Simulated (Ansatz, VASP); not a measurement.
# One calculation of HfN, two programs

```
CELL_PARAMETERS angstrom
0.00000 2.25900 2.25900
2.25900 0.00000 2.25900
2.25900 2.25900 0.00000
ATOMIC_POSITIONS crystal
Hf 0.98893 0.01107 0.01107
N 0.50000 0.50000 0.50000
```

Alike in both runs: task single point; functional PBE; k mesh 10 × 10 × 10; occupations fermi-dirac, width 0.03 eV; no spin polarisation.

|  | VASP | Ansatz |
| --- | --- | --- |
| version | VASP 6.6.1 | Ansatz 0.2.0 |
| potentials or method | VASP PAW PBE potentials, release 64 (Hf_pv, N), cutoff 520 eV | all-electron LAPW, scalar-relativistic |

```tsv
	VASP	Ansatz	Ansatz less VASP
pressure (GPa)	3.4	5.8	+2.44
traceless stress, the component that is largest in VASP (GPa)	0.65	0.66	+0.010
rms of the force components (eV/Å)	0.328	0.330	+0.0018
```

Atom by atom the forces differ by 0.002 eV/Å (rms over components). Ansatz ran all-electron here, and VASP with PAW potentials.

Neither program's run includes spin-orbit coupling.
